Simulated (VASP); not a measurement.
# WSe3 (P4/mmm) in VASP: relaxation of cell and atoms with PBE

Aim: the relaxation of cell and atoms of WSe3 with PBE.

Program: VASP 6.6.1. These are calculated values, not measurements. Logs are shortened: lines on timing, memory, paths and dates and some standing lists are left out, and cuts for length are marked.

**1. The cell of the first run**

It takes space group P4/mmm (No. 123, tetragonal). Conventional cell: a = 3.026 Å, b = 3.026 Å, c = 10.624 Å, α = 90.00°, β = 90.00°, γ = 90.00°. W (site symmetry 4/mmm) has 8 Se at 2.66 Å and 4 W at 3.03 Å within 3.5 Å. Se (site symmetry 4mm) has 4 W at 2.66 Å and 5 Se at 3.03 to 3.15 Å within 3.5 Å. Se (site symmetry 4/mmm) has 6 Se at 3.03 to 3.73 Å within 4.0 Å.

The cell was generated, and may not be a known phase.

**2. Relaxation of cell and atoms, PBE**

File INCAR:

```
SYSTEM = WSe3
  PREC = Accurate
  ENCUT = 600
  EDIFF = 1E-6
  ISMEAR = 0
  SIGMA = 0.1
  LREAL = .FALSE.
  LASPH = .TRUE.
  NELM = 100
  ALGO = Normal
  ISIF = 3
  LWAVE = .FALSE.
  LCHARG = .FALSE.
  GGA = PE
  IBRION = 2
  NSW = 100
  EDIFFG = -0.01
```

File KPOINTS:

```
regular mesh
0
G
  16 16 6
  0 0 0
```

File POSCAR:

```
WSe3
1.0
    3.0256536527      0.0000000000      0.0000000000
    0.0000000000      3.0256536527      0.0000000000
    0.0000000000      0.0000000000     10.6243429244
W Se
1 3
Direct
    0.5000000000      0.5000000000      0.5000000000
    0.0000000000      0.0000000000      0.3515453546
    0.0000000000      0.0000000000      0.6484546454
    0.0000000000      0.0000000000      0.0000000000
```

Potentials or basis: VASP PAW PBE potentials, release 64 (W_sv, Se).

On the command line:

```
> cat potpaw_PBE.64/W_sv/POTCAR potpaw_PBE.64/Se/POTCAR > POTCAR
> mpirun -np 1 vasp_std > vasp.out
```

OUTCAR:

```text
SYSTEM = WSe3
   PREC = Accurate
   ENCUT = 600
   EDIFF = 1E-6
   ISMEAR = 0
   LREAL = .FALSE.
   LASPH = .TRUE.
   NELM = 100
   ISIF = 3
   GGA = PE
   IBRION = 2
   NSW = 100
   EDIFFG = -0.01

 ion  position               nearest neighbor table
   1  0.500  0.500  0.500-   2 2.66   3 2.66   2 2.66   3 2.66   2 2.66   3 2.66   2 2.66   3 2.66

   2  0.000  0.000  0.352-   1 2.66   1 2.66   1 2.66   1 2.66
   3  0.000  0.000  0.648-   1 2.66   1 2.66   1 2.66   1 2.66
   4  0.000  0.000  0.000-

  LATTYP: Found a simple tetragonal cell.
 ALAT       =     3.0256536527
 C/A-ratio  =     3.5114207189

  Lattice vectors:

 A1 = (   3.0256536527,   0.0000000000,   0.0000000000)
 A2 = (   0.0000000000,   3.0256536527,   0.0000000000)
 A3 = (   0.0000000000,   0.0000000000,  10.6243429244)

Analysis of symmetry for initial positions (statically):
=====================================================================
 Subroutine PRICEL returns:
 Original cell was already a primitive cell.

 Routine SETGRP: Setting up the symmetry group for a
 simple tetragonal supercell.

 Subroutine GETGRP returns: Found 16 space group operations
 (whereof 16 operations were pure point group operations)
 out of a pool of 16 trial point group operations.

The static configuration has the point symmetry D_4h.

Analysis of symmetry for dynamics (positions and initial velocities):
=====================================================================
 Subroutine PRICEL returns:
 Original cell was already a primitive cell.

 Routine SETGRP: Setting up the symmetry group for a
 simple tetragonal supercell.

 Subroutine GETGRP returns: Found 16 space group operations
 (whereof 16 operations were pure point group operations)
 out of a pool of 16 trial point group operations.

The dynamic configuration has the point symmetry D_4h.

 Subroutine INISYM returns: Found 16 space group operations
 (whereof 16 operations are pure point group operations),
 and found     1 'primitive' translations

----------------------------------------------------------------------------------------

                                     Primitive cell

  volume of cell :      97.2614

  direct lattice vectors                    reciprocal lattice vectors
     3.025653653  0.000000000  0.000000000     0.330507095  0.000000000  0.000000000
     0.000000000  3.025653653  0.000000000     0.000000000  0.330507095  0.000000000
     0.000000000  0.000000000 10.624342924     0.000000000  0.000000000  0.094123468

  length of vectors
     3.025653653  3.025653653 10.624342924     0.330507095  0.330507095  0.094123468

  position of ions in fractional coordinates (direct lattice)
     0.500000000  0.500000000  0.500000000
     0.000000000  0.000000000  0.351545355
     0.000000000  0.000000000  0.648454645
     0.000000000  0.000000000  0.000000000

  ion indices of the primitive-cell ions
   primitive index   ion index
                 1           1
                 2           2
                 3           3
                 4           4

----------------------------------------------------------------------------------------

 KPOINTS: regular mesh

Automatic generation of k-mesh.
 Grid dimensions read from file:
 generate k-points for:   16   16    6

 Generating k-lattice:

  Cartesian coordinates                     Fractional coordinates (reciprocal lattice)
     0.020656693  0.000000000  0.000000000     0.062500000  0.000000000  0.000000000
     0.000000000  0.020656693  0.000000000     0.000000000  0.062500000  0.000000000
     0.000000000  0.000000000  0.015687245     0.000000000  0.000000000  0.166666667

  Length of vectors
     0.020656693  0.020656693  0.015687245

  Shift w.r.t. Gamma in fractional coordinates (k-lattice)
     0.000000000  0.000000000  0.000000000

 Subroutine IBZKPT returns following result:
 ===========================================

 Found    180 irreducible k-points:

 Following reciprocal coordinates:
            Coordinates               Weight
  0.000000  0.000000  0.000000      1.000000
  0.062500  0.000000  0.000000      4.000000
  0.125000  0.000000  0.000000      4.000000
  0.187500  0.000000  0.000000      4.000000
  0.250000  0.000000  0.000000      4.000000
  0.312500  0.000000  0.000000      4.000000
[... 16 lines left out ...]
  0.437500  0.125000  0.000000      8.000000
  0.500000  0.125000  0.000000      4.000000
 [... further k-points ...]
   k-points           NKPTS =    180   k-points in BZ     NKDIM =    180   number of bands    NBANDS=     20
   number of dos      NEDOS =    301   number of ions     NIONS =      4
   total plane-waves  NPLWV =  51840
   dimension x,y,z NGX =    24 NGY =   24 NGZ =   90
   dimension x,y,z NGXF=    48 NGYF=   48 NGZF=  180
   ions per type =               1   3
   NGX,Y,Z   is equivalent  to a cutoff of  13.19, 13.19, 14.08 a.u.
   NGXF,Y,Z  is equivalent  to a cutoff of  26.37, 26.37, 28.17 a.u.
 SYSTEM =  WSe3
   PREC   = accura    normal or accurate (medium, high low for compatibility)
   ISTART =      0    job   : 0-new  1-cont  2-samecut
   ICHARG =      2    charge: 1-file 2-atom 10-const
   ISPIN  =      1    spin polarized calculation?
   LNONCOLLINEAR =      F non collinear calculations
   LSORBIT =      F    spin-orbit coupling
   LASPH  =      T    aspherical Exc in radial PAW
   ENCUT  =  600.0 eV  44.10 Ry    6.64 a.u.   6.04  6.04 21.22*2*pi/ulx,y,z
   NELM   =    100;   NELMIN=  2; NELMDL= -5     # of ELM steps
   EDIFF  = 0.1E-05   stopping-criterion for ELM
   LREAL  =      F    real-space projection
   EDIFFG = -.1E-01   stopping-criterion for IOM
   NSW    =    100    number of steps for IOM
   IBRION =      2    ionic relax: 0-MD 1-quasi-New 2-CG
   NFREE  =      1    steps in history (QN), initial steepest desc. (CG)
   ISIF   =      3    stress and relaxation
   ISYM   =      2    0-nonsym 1-usesym 2-fastsym
   POTIM  = 0.5000    time-step for ionic-motion
   TEBEG  =    0.0;   TEEND  =   0.0 temperature during run
   PSTRESS=    0.0 pullay stress
   NELECT =      32.0000    total number of electrons
   NUPDOWN=      -1.0000    fix difference up-down
   EMIN   =  10.00;   EMAX   =-10.00  energy-range for DOS
   EFERMI =   0.00;   METHOD = LEGACY
   ISMEAR =     0;   SIGMA  =   0.10  broadening in eV -4-tet -1-fermi 0-gaus
   EFERMI_NEDOS =   21; number of points for ismear=-14 and -15
   IALGO  =     38    algorithm
   IMIX   =      4    mixing-type and parameters
     AMIX     =   0.40;   BMIX     =  1.00
     AMIX_MAG =   1.60;   BMIX_MAG =  1.00
  volume/ion in A,a.u.               =      24.32       164.09
  Fermi-wavevector in a.u.,A,eV,Ry     =   1.130172  2.135716 17.378577  1.277289
  Thomas-Fermi vector in A             =   2.266868
   LORBIT       =      0    0 simple, 1 ext, 2 COOP (PROOUT), +10 PAW based schemes
   GGA     = PE    functional components
   LHFCALC =     F    Hartree Fock is set to
   AEXX    =    0.0000 exact exchange contribution
   IVDW    =     0    specifies the selected vdW correction
   LEPSILON=     F    determine dielectric tensor
   LRPA    =     F    only Hartree local field effects (RPA)
 conjugate gradient relaxation of ions
 non-spin polarized calculation
 Gauss-broadening in eV      SIGMA  =   0.10
  energy-cutoff  :      600.00
  volume of cell :       97.26
 maximum number of plane-waves:      3296
   NGX = 13   NGY = 13   NGZ = 43

--------------------------------------- Ionic step        1  -------------------------------------------

 number of electron      31.9999994 magnetization

 Free energy of the ion-electron system (eV)
  ---------------------------------------------------
  ext. energy  EPLUGINS =         0.00000000
  ---------------------------------------------------
  free energy    TOTEN  =       -23.27803756 eV

  energy without entropy =      -23.26830469  energy(sigma->0) =      -23.27317112

------------------------ aborting loop because EDIFF is reached ----------------------------------------

  FORCE on cell =-STRESS in cart. coord.  units (eV):
  Direction    XX          YY          ZZ          XY          YZ          ZX
  --------------------------------------------------------------------------------------
  -------------------------------------------------------------------------------------
  Total        0.1178598      0.1178598      0.1080002      0.0000000      0.0000000      0.0000000
  in kB        1.9414931      1.9414931      1.7790762      0.0000000      0.0000000      0.0000000
  external PRESSURE =       1.8873541 kB  Pullay stress =       0.0000000 kB

 VOLUME and BASIS-vectors are now :
 -----------------------------------------------------------------------------
  energy-cutoff  :      600.00
  volume of cell :       97.26
      direct lattice vectors                 reciprocal lattice vectors
     3.025653653  0.000000000  0.000000000     0.330507095  0.000000000  0.000000000
     0.000000000  3.025653653  0.000000000     0.000000000  0.330507095  0.000000000
     0.000000000  0.000000000 10.624342924     0.000000000  0.000000000  0.094123468
[... 39 lines left out ...]
 POSITION                                       TOTAL-FORCE (eV/Angst)
 -----------------------------------------------------------------------------------
      1.51498      1.51498      5.31909         0.000000      0.000000      0.000000
      0.00000      0.00000      3.73805        -0.000000      0.000000      0.042485
      3.02995      0.00000      6.90013         0.000000      0.000000     -0.042485
      0.00000      0.00000      0.00000         0.000000      0.000000      0.000000
 -----------------------------------------------------------------------------------
    total drift:                                0.000000      0.000000     -0.000000

  FREE ENERGIE OF THE ION-ELECTRON SYSTEM (eV)
  ---------------------------------------------------
  free  energy   TOTEN  =       -23.2778839240 eV

  energy  without entropy=      -23.2681690550  energy(sigma->0) =      -23.27302649

--------------------------------------- Ionic step        3  -------------------------------------------

 number of electron      31.9999994 magnetization

 Free energy of the ion-electron system (eV)
  ---------------------------------------------------
  ext. energy  EPLUGINS =         0.00000000
  ---------------------------------------------------
  free energy    TOTEN  =       -23.27815258 eV

  energy without entropy =      -23.26842639  energy(sigma->0) =      -23.27328948

 E-fermi :   4.0012     XC(G=0):  -9.5477

 val. band max:        4.0005043140   @ k =   0.4375   0.2500   0.1667
 cond. band min:       4.0051599875   @ k =   0.4375   0.3125   0.5000
 fundamental gap:      0.0046556735
 Fermi energy:         4.0011759790

 k-point     1 :       0.0000    0.0000    0.0000
  band No.  band energies     occupation
      1     -70.4085      2.00000
      2     -34.6092      2.00000
      3     -34.4931      2.00000
      4     -34.4931      2.00000
      5     -11.8243      2.00000
      6     -10.3632      2.00000
[... 12 lines left out ...]
     19       6.1742      0.00000
     20       8.5916      0.00000
[... 507 lines left out ...]
 k-point    24 :       0.5000    0.1250    0.0000
  band No.  band energies     occupation
      1     -70.3894      2.00000
      2     -34.8566      2.00000
      3     -34.5538      2.00000
      4     -34.5115      2.00000
      5      -9.5762      2.00000
      6      -9.2931      2.00000
[... 12 lines left out ...]
     19       6.7941      0.00000
     20       7.3695      0.00000

 [... further k-points ...]

------------------------ aborting loop because EDIFF is reached ----------------------------------------

  FORCE on cell =-STRESS in cart. coord.  units (eV):
  Direction    XX          YY          ZZ          XY          YZ          ZX
  --------------------------------------------------------------------------------------
  -------------------------------------------------------------------------------------
  Total       -0.0219656     -0.0219656     -0.0134938      0.0000000      0.0000000      0.0000000
  in kB       -0.3612527     -0.3612527     -0.2219228      0.0000000      0.0000000      0.0000000
  external PRESSURE =      -0.3148094 kB  Pullay stress =       0.0000000 kB

 VOLUME and BASIS-vectors are now :
 -----------------------------------------------------------------------------
  energy-cutoff  :      600.00
  volume of cell :       97.42
      direct lattice vectors                 reciprocal lattice vectors
     3.027329546  0.000000000  0.000000000     0.330324130  0.000000000  0.000000000
     0.000000000  3.027329546  0.000000000     0.000000000  0.330324130  0.000000000
     0.000000000  0.000000000 10.629735397     0.000000000  0.000000000  0.094075719

 POSITION                                       TOTAL-FORCE (eV/Angst)
 -----------------------------------------------------------------------------------
      1.51366      1.51366      5.31487        -0.000000      0.000000      0.000000
      0.00000      0.00000      3.73615        -0.000000     -0.000000     -0.005330
      0.00000      0.00000      6.89359         0.000000     -0.000000      0.005330
      0.00000      0.00000      0.00000        -0.000000      0.000000      0.000000
 -----------------------------------------------------------------------------------
    total drift:                                0.000000      0.000000     -0.000000

  FREE ENERGIE OF THE ION-ELECTRON SYSTEM (eV)
  ---------------------------------------------------
  free  energy   TOTEN  =       -23.2781525767 eV

  energy  without entropy=      -23.2684263877  energy(sigma->0) =      -23.27328948

 reached required accuracy - stopping structural energy minimisation
```

Run time: 9.5 min. Hardware: 1 thread of Intel Xeon Platinum 8259CL at 2.50GHz (Skylake/Cascade Lake), shared host; peak memory 0.54 GiB.

Results:

```
Free energy                           : -23.2782 eV
Relaxed volume                        : 24.35 Å³/atom
Relaxed cell                          : a = 3.027 Å, b = 3.027 Å, c = 10.630 Å, α = 90.00°, β = 90.00°, γ = 90.00°
Space group after relaxing (to 0.1 Å) : P4/mmm (No. 123)
Energy gained by relaxing             : 0.0 meV/atom
Ionic steps                           : 3
Pressure after relaxing               : 0.0 GPa
Largest force after relaxing          : 0.005 eV/Å
Band gap on the k mesh                : zero (bands 16 and 17 overlap by 1.19 eV)
```

Forces in eV/Å, atoms in the order of the input:
```
W    0.000  0.000  0.000
Se   0.000  0.000 -0.005
Se   0.000  0.000  0.005
Se   0.000  0.000  0.000
```

The path:
| step | energy change (eV) | largest force (eV/Å) | pressure (GPa) | volume (Å³) |
| --- | --- | --- | --- | --- |
| 1 | 0.0000 | 0.0363 | 0.19 | 97.26 |
| 2 | 0.0002 | 0.0425 | -0.28 | 97.67 |
| 3 | -0.0001 | 0.0053 | -0.03 | 97.42 |

Final structure:
```
W Se
1.0
     3.02733    0.00000    0.00000
     0.00000    3.02733    0.00000
     0.00000    0.00000   10.62974
W Se
1 3
Direct
  0.50000 0.50000 0.50000
  0.00000 0.00000 0.35148
  0.00000 0.00000 0.64852
  0.00000 0.00000 0.00000
```

Levels at points of the mesh, in eV from the Fermi level:
```csv
k point,band 14,band 15,band 16,band 17,band 18,band 19
"(0.00, 0.00, 0.00)",-0.44,-0.04,-0.04,1.62,2.17,2.17
"(0.50, 0.00, 0.00)",-2.44,-0.57,0.48,1.41,2.96,3.10
"(0.50, 0.50, 0.00)",-2.65,-1.15,-0.47,1.01,2.62,2.62
"(0.00, 0.00, 0.50)",-0.15,-0.04,-0.04,1.62,2.17,2.17
"(0.50, 0.00, 0.50)",-2.44,-0.62,0.48,1.41,2.91,3.11
"(0.50, 0.50, 0.50)",-2.65,-1.15,-0.09,0.52,2.65,2.65
```

Caveat: spin-orbit coupling is left out, which moves the levels of the heavy elements; this functional lacks dispersion, which binds layers or chains, so the pressure and a relaxed spacing across them are unreliable.
